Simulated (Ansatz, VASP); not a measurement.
One calculation of TiO2, two programs

```
Ti O
1.0
     3.77771    0.00000    0.00000
     0.00000    3.77771    0.00000
     0.00000    0.00000    9.58403
Ti O
4 8
Direct
  0.00000 0.50000 0.75000
  0.50000 0.50000 0.00000
  0.50000 0.00000 0.25000
  0.00000 0.00000 0.50000
  0.00000 0.50000 0.95725
  0.50000 0.50000 0.79275
  0.50000 0.00000 0.04275
  0.00000 0.00000 0.70725
  0.50000 0.00000 0.45725
  0.00000 0.00000 0.29275
  0.00000 0.50000 0.54275
  0.50000 0.50000 0.20725
```

Alike in both runs: task single point; functional r2SCAN; k mesh 6 × 6 × 4; occupations gaussian, width 0.02 eV; no spin polarisation.

```csv
,VASP,Ansatz
version,VASP 6.6.1,Ansatz 0.2.0
potentials or method,"VASP PAW PBE potentials, release 64 (Ti_sv, O), cutoff 520 eV","scalar-relativistic, plane waves, PAW"
valence electrons in the cell,96,96
```

|  | VASP | Ansatz | Ansatz less VASP |
| --- | --- | --- | --- |
| gap on the k mesh at the Fermi level (eV) | 2.60 | 2.58 | -0.022 |
| least direct gap on the mesh (eV) | 2.68 | 2.65 | -0.028 |
| pressure (GPa) | 1.2 | 0.0 | -1.21 |
| traceless stress, the component that is largest in VASP (GPa) | -0.14 | 0.02 | +0.154 |
| rms of the force components (eV/Å) | 0.017 | 0.001 | -0.0154 |

VASP's potentials were made for PBE, not for r2SCAN. Atom by atom the forces differ by 0.015 eV/Å (rms over components).
